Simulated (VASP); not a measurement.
Write the native input for VASP 6.6.1 that does the following.

```
Task                   : electric field gradients
Functional             : PBE
Potentials or basis    : VASP PAW PBE potentials, release 64 (Hf_pv, C)
Cutoff                 : 520 eV
k mesh                 : 15 × 15 × 15
Occupations            : fermi-dirac, width 0.05 eV
Spin                   : no spin polarisation
Dipole correction      : no
Further INCAR settings : ALGO = Normal; EDIFF = 1e-08; NBANDS = 14
```

The structure of HfC lies in POSCAR:

```
HfC
1.0
    0.0000000000      2.3403977997      2.3403977997
    2.3403977997      0.0000000000      2.3403977997
    2.3403977997      2.3403977997      0.0000000000
Hf C
1 1
Direct
    0.5000000000      0.5000000000      0.5000000000
    0.0000000000      0.0000000000      0.0000000000
```

The input as run:

INCAR

```
SYSTEM = HfC
ALGO     = Normal         ! electronic algorithm
EDIFF    = 1E-8           ! SCF threshold, eV
ENCUT    = 520            ! plane-wave cutoff, eV
GGA      = PE             ! functional
ISIF     = 2              ! what is computed and relaxed
ISMEAR   = -1             ! smearing method
LASPH    = .True.         ! aspherical terms in the spheres
LCHARG   = .False.        ! write CHGCAR
LEFG     = .True.       
LREAL    = .False.        ! projectors in reciprocal space
LWAVE    = .False.        ! write WAVECAR
NBANDS   = 14             ! bands
NELM     = 80             ! most SCF steps
PREC     = Accurate       ! precision mode
SIGMA    = 0.05           ! smearing width, eV
```

KPOINTS

```
k-points
0
Gamma
  15 15 15
  0 0 0
```

Potentials or basis: VASP PAW PBE potentials, release 64 (Hf_pv, C).

Command:

```sh
$ cat potpaw_PBE.64/Hf_pv/POTCAR potpaw_PBE.64/C/POTCAR > POTCAR
$ mpirun -np 1 vasp_std > vasp.out
```

It gave:

```
Pressure                                : -5.0 GPa
Band gap on the k mesh                  : zero (bands 7 and 8 overlap by 1.41 eV)
Largest electric field gradient by atom : zero within the noise of the run
```

Caveat: the cell stands under tension; spin-orbit coupling is left out, which moves the levels of the heavy elements.

Run time: 100 s on 1 thread of Intel Xeon 8259CL, on a shared host, peak memory 0.19 GiB.
